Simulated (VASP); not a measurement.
# PbF2 (Fm-3m) in VASP: dielectric tensor with r2SCAN

Aim: the dielectric tensor of PbF2 with r2SCAN.

Program: VASP 6.6.1. These are calculated values, not measurements. Logs are shortened: lines on timing, memory, paths and dates and some standing lists are left out, and cuts for length are marked.

## (1) The cell of the first run

The structure is cubic, space group Fm-3m (No. 225). Conventional cell: a = 5.921 Å, b = 5.921 Å, c = 5.921 Å, α = 90.00°, β = 90.00°, γ = 90.00°. Pb (site symmetry m-3m) has 8 F at 2.56 Å within 3.4 Å. F (site symmetry -43m) has 4 Pb at 2.56 Å and 6 F at 2.96 Å within 3.4 Å.

## (2) Dielectric tensor, r2SCAN

The input, INCAR:

```
PREC = Accurate
ENCUT = 520
EDIFF = 1E-8
ISMEAR = 0
SIGMA = 0.01
LREAL = F
LASPH = T
NELM = 60
ALGO = Normal
ISIF = 2
LWAVE = F
LCHARG = F
METAGGA = R2SCAN
LMIXTAU = T
LCALCEPS = T
```

The input, KPOINTS:

```
Automatic mesh
0
Gamma
  6 6 6
```

The input, POSCAR:

```
PbF2
1.0
    0.0000000000      2.9604381111      2.9604381111
    2.9604381111      0.0000000000      2.9604381111
    2.9604381111      2.9604381111      0.0000000000
Pb F
1 2
Direct
    0.0000000000      0.0000000000      0.0000000000
    0.2500000000      0.2500000000      0.2500000000
    0.7500000000      0.7500000000      0.7500000000
```

Potentials or basis: VASP PAW PBE potentials, release 64 (Pb_d, F).

Command:

```sh
$ cat potpaw_PBE.64/Pb_d/POTCAR potpaw_PBE.64/F/POTCAR > POTCAR
$ mpirun -np 1 vasp_std > vasp.out
```

OUTCAR:

```text
PREC = Accurate
   ENCUT = 520
   EDIFF = 1E-8
   ISMEAR = 0
   LREAL = F
   LASPH = T
   NELM = 60
   ISIF = 2
   METAGGA = R2SCAN

 ion  position               nearest neighbor table
   1  0.000  0.000  0.000-   3 2.56   3 2.56   3 2.56   2 2.56   3 2.56   2 2.56   2 2.56   2 2.56

   2  0.250  0.250  0.250-   1 2.56   1 2.56   1 2.56   1 2.56
   3  0.750  0.750  0.750-   1 2.56   1 2.56   1 2.56   1 2.56

  LATTYP: Found a face centered cubic cell.
 ALAT       =     5.9208762222

  Lattice vectors:

 A1 = (   0.0000000000,   2.9604381111,   2.9604381111)
 A2 = (   2.9604381111,   0.0000000000,   2.9604381111)
 A3 = (   2.9604381111,   2.9604381111,   0.0000000000)

Analysis of symmetry for initial positions (statically):
=====================================================================
 Subroutine PRICEL returns:
 Original cell was already a primitive cell.

 Routine SETGRP: Setting up the symmetry group for a
 face centered cubic supercell.

 Subroutine GETGRP returns: Found 48 space group operations
 (whereof 48 operations were pure point group operations)
 out of a pool of 48 trial point group operations.

The static configuration has the point symmetry O_h .

Analysis of symmetry for dynamics (positions and initial velocities):
=====================================================================
 Subroutine PRICEL returns:
 Original cell was already a primitive cell.

 Routine SETGRP: Setting up the symmetry group for a
 face centered cubic supercell.

 Subroutine GETGRP returns: Found 48 space group operations
 (whereof 48 operations were pure point group operations)
 out of a pool of 48 trial point group operations.

The dynamic configuration has the point symmetry O_h .

 Subroutine INISYM returns: Found 48 space group operations
 (whereof 48 operations are pure point group operations),
 and found     1 'primitive' translations

----------------------------------------------------------------------------------------

                                     Primitive cell

[... 127 lines left out ...]

 Free energy of the ion-electron system (eV)
  ---------------------------------------------------
  ext. energy  EPLUGINS =         0.00000000
  ---------------------------------------------------
  free energy    TOTEN  =       -70.16178785 eV

  energy without entropy =      -70.16178785  energy(sigma->0) =      -70.16178785

 E-fermi :   1.5935     XC(G=0): -10.0274

 val. band max:        1.5207010681   @ k =   0.1667   0.5000  -0.1667
 cond. band min:   10000.0000000000   @ k =   0.0000   0.0000   0.0000
 fundamental gap:   9998.4792989319
 Fermi energy:         1.5934500866

 k-point     1 :       0.0000    0.0000    0.0000
  band No.  band energies     occupation
      1     -20.8636      2.00000
      2     -20.2683      2.00000
      3     -13.3201      2.00000
      4     -13.3201      2.00000
      5     -13.3201      2.00000
      6     -13.2687      2.00000
[... 481 lines left out ...]
      5     -13.2642      2.00000
      6     -13.2494      2.00000
[... 10 lines left out ...]
     17   10000.0000      0.00000
     18   10000.0000      0.00000

 [... further k-points ...]

------------------------ aborting loop because EDIFF is reached ----------------------------------------

            Ionic dipole moment: p[ion]=(     0.00000     0.00000     0.00000 ) |e| Angst

 Total electronic dipole moment: p[elc]=(     0.00000     0.00000     0.00618 ) |e| Angst

 MACROSCOPIC STATIC DIELECTRIC TENSOR (including local field effects)
 ------------------------------------------------------
           3.155380     0.000000     0.000000
           0.000000     3.155380     0.000000
          -0.000000    -0.000000     3.155380
 ------------------------------------------------------

 PIEZOELECTRIC TENSOR (including local field effects) (e Angst)
          XX          YY          ZZ          XY          YZ          ZX
  --------------------------------------------------------------------------------
  x     0.00000     0.00000     0.00000     0.00000     0.00000     0.00000
  y     0.00000     0.00000     0.00000     0.00000     0.00000     0.00000
  z     0.00000     0.00000     0.00000     0.00000     0.00000     0.00000

 PIEZOELECTRIC TENSOR (including local field effects) (C/m^2)
          XX          YY          ZZ          XY          YZ          ZX
  --------------------------------------------------------------------------------
  x     0.00000     0.00000     0.00000     0.00000     0.00000     0.00000
  y     0.00000     0.00000     0.00000     0.00000     0.00000     0.00000
  z     0.00000     0.00000     0.00000     0.00000     0.00000     0.00000

 BORN EFFECTIVE CHARGES (including local field effects) (in |e|, cummulative output)
 ---------------------------------------------------------------------------------
 ion    1
    1     3.19465     0.00000     0.00000
    2    -0.00000     3.19465     0.00000
    3     0.00000    -0.00000     3.19465
 ion    2
    1    -1.59732    -0.00000     0.00000
    2    -0.00000    -1.59732     0.00000
    3    -0.00000    -0.00000    -1.59732
 ion    3
    1    -1.59732     0.00000     0.00000
    2     0.00000    -1.59732     0.00000
    3     0.00000     0.00000    -1.59732

  FORCE on cell =-STRESS in cart. coord.  units (eV):
  Direction    XX          YY          ZZ          XY          YZ          ZX
  --------------------------------------------------------------------------------------
  -------------------------------------------------------------------------------------
  Total       -0.0216983     -0.0216983     -0.0216983      0.0000000      0.0000000      0.0000000
  in kB       -0.6699431     -0.6699431     -0.6699431      0.0000000      0.0000000      0.0000000
  external PRESSURE =      -0.6699431 kB  Pullay stress =       0.0000000 kB

 VOLUME and BASIS-vectors are now :
 -----------------------------------------------------------------------------
  energy-cutoff  :      520.00
  volume of cell :       51.89
      direct lattice vectors                 reciprocal lattice vectors
     0.000000000  2.960438111  2.960438111    -0.168893921  0.168893921  0.168893921
     2.960438111  0.000000000  2.960438111     0.168893921 -0.168893921  0.168893921
     2.960438111  2.960438111  0.000000000     0.168893921  0.168893921 -0.168893921

 POSITION                                       TOTAL-FORCE (eV/Angst)
 -----------------------------------------------------------------------------------
      0.00000      0.00000      0.00000        -0.000000      0.000000      0.000000
      1.48022      1.48022      1.48022         0.000000     -0.000000     -0.000000
      4.44066      4.44066      4.44066         0.000000     -0.000000      0.000000
 -----------------------------------------------------------------------------------
    total drift:                                0.000000     -0.000000      0.000000

  FREE ENERGIE OF THE ION-ELECTRON SYSTEM (eV)
  ---------------------------------------------------
  free  energy   TOTEN  =       -70.1617878471 eV

  energy  without entropy=      -70.1617878471  energy(sigma->0) =      -70.16178785
```

stdout:

```text
POSCAR found type information on POSCAR PbF
 POSCAR found :  2 types and       3 ions
 scaLAPACK will be used
 -----------------------------------------------------------------------------
|                                                                             |
[... 98 lines left out ...]
dp_tot=(  0.493E-06  0.503E-06  0.621E-02 )  diag[e(oo)]=(    ---      ---    3.16678 )
 p_tot=(  0.168E-06  0.170E-06  0.619E-02 )
dp_tot=(  0.457E-06  0.468E-06  0.619E-02 )  diag[e(oo)]=(    ---      ---    3.15912 )
 p_tot=(  0.128E-06  0.130E-06  0.618E-02 )
dp_tot=(  0.417E-06  0.429E-06  0.618E-02 )  diag[e(oo)]=(    ---      ---    3.15516 )
 final diagonalization full
 p_tot=(  0.110E-06  0.113E-06  0.618E-02 )
dp_tot=(  0.399E-06  0.411E-06  0.618E-02 )  diag[e(oo)]=(    ---      ---    3.15540 )
```

Wall time 16 min (1 thread of Intel Xeon 6975P-C (Granite Rapids), shared host); peak memory 0.37 GiB.

What came out:

| Item | Value |
| --- | --- |
| Band gap on the k mesh | 4.96 eV (least direct gap 5.08 eV) |
| Electronic dielectric tensor (diagonal) | 3.16 |
| Born charges (mean of the diagonal) | Pb +3.19; F -1.60 e |

Levels at points of the mesh, in eV from the valence-band top:
```
           k point  band 12  band 13  band 14  band 15  band 16  band 17
(0.00, 0.00, 0.00)    -2.13    -2.13    -2.13     7.33     7.33     7.33
(0.50, 0.00, 0.00)    -2.31    -2.31    -0.03     5.41     8.28     8.28
(0.50, 0.50, 0.00)    -1.72    -1.72    -0.11     4.96     8.49     8.49
```

Electronic dielectric tensor:
```
3.16 0.00 0.00
0.00 3.16 0.00
0.00 0.00 3.16
```

Born effective charge tensors (e):
atom 1, Pb
```
3.19 0.00 0.00
0.00 3.19 0.00
0.00 0.00 3.19
```
atom 2, F
```
-1.60  0.00  0.00
 0.00 -1.60  0.00
 0.00  0.00 -1.60
```
atom 3, F
```
-1.60  0.00  0.00
 0.00 -1.60  0.00
 0.00  0.00 -1.60
```

Dipole moments of the cell (e·Å, modulo the quantum): ionic 0.000, 0.000, 0.000; electronic 0.000, 0.000, 0.006

Caveat: the PAW data sets were made with another functional, which shifts forces and pressure a little; spin-orbit coupling is left out, which moves the levels of the heavy elements. A k mesh can miss the band edges.
